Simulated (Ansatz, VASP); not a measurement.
# Ti: VASP beside Ansatz

The input POSCAR:

```
Ti
1.0
   -1.6410000000      1.6410000000      1.6410000000
    1.6410000000     -1.6410000000      1.6410000000
    1.6410000000      1.6410000000     -1.6410000000
Ti
1
Direct
    0.0000000000      0.0000000000      0.0000000000
```

File INCAR.step1:

```
SYSTEM = Ti
  ALGO = Normal
  EDIFF = 1E-5
  ENCUT = 520
  GGA = PE
  ISIF = 2
  ISMEAR = -1
  LASPH = .True.
  LCHARG = .False.
  LREAL = .False.
  LWAVE = .True.
  NBANDS = 12
  NELM = 100
  PREC = Accurate
  SIGMA = 0.05
```

INCAR.step2

```
SYSTEM = Ti
  AEXX = 0.2
  AGGAC = 0.81
  AGGAX = 0.72
  ALDAC = 0.19
  ALGO = Normal
  EDIFF = 1E-6
  ENCUT = 520
  GGA = B3
  ISIF = 2
  ISMEAR = -1
  ISTART = 1
  LASPH = .True.
  LCHARG = .False.
  LHFCALC = .True.
  LREAL = .False.
  LWAVE = .False.
  NBANDS = 12
  NELM = 100
  PREC = Accurate
  PRECFOCK = Normal
  SIGMA = 0.05
```

KPOINTS

```
k-points
0
Gamma
  6 6 6
  0 0 0
```

File input.yaml:

```yaml
crystal:
  lattice:
    - [-1.641, 1.641, 1.641]
    - [1.641, -1.641, 1.641]
    - [1.641, 1.641, -1.641]
  atoms:
    - { symbol: Ti, position: [0.0, 0.0, 0.0] }
hamiltonian:
  xc: b3lyp
  pseudopotentials: { kind: paw }
kpoints:
  mp_grid: { grid: [6, 6, 6] }
scf:
  occupations: { method: fermi_dirac, width: 0.05 }
output:
  forces: true
  stress: true
  eigenvalues: true
  write_density: true
  write_potential: true
  elf: true
  volumetric_format: npy
```

Alike in both runs: task single point; functional B3LYP; k mesh 6 × 6 × 6; occupations fermi-dirac, width 0.05 eV; no spin polarisation.

|  | VASP | Ansatz |
| --- | --- | --- |
| version | VASP 6.6.1 | Ansatz 0.2.0 |
| potentials or method | VASP PAW PBE potentials, release 64 (Ti_sv) | Ansatz PAW |
| plane-wave cutoff (eV) | 520 | 420 |
| valence electrons in the cell | 12 | 12 |

Ansatz gave:

- gap on the k mesh at the Fermi level (eV): none
- pressure (GPa): -0.7

Question: What did VASP give for the same quantities?

Answer: gap on the k mesh at the Fermi level (eV): none; pressure (GPa): -2.3.

VASP's potentials were made for PBE, not for B3LYP. A gap of «none» marks a metal or a gap that the smearing closes. The functional is the same, so the differences come from potentials, cutoffs and numerics.

The k mesh is coarse, so the values compare programs but aren't converged.
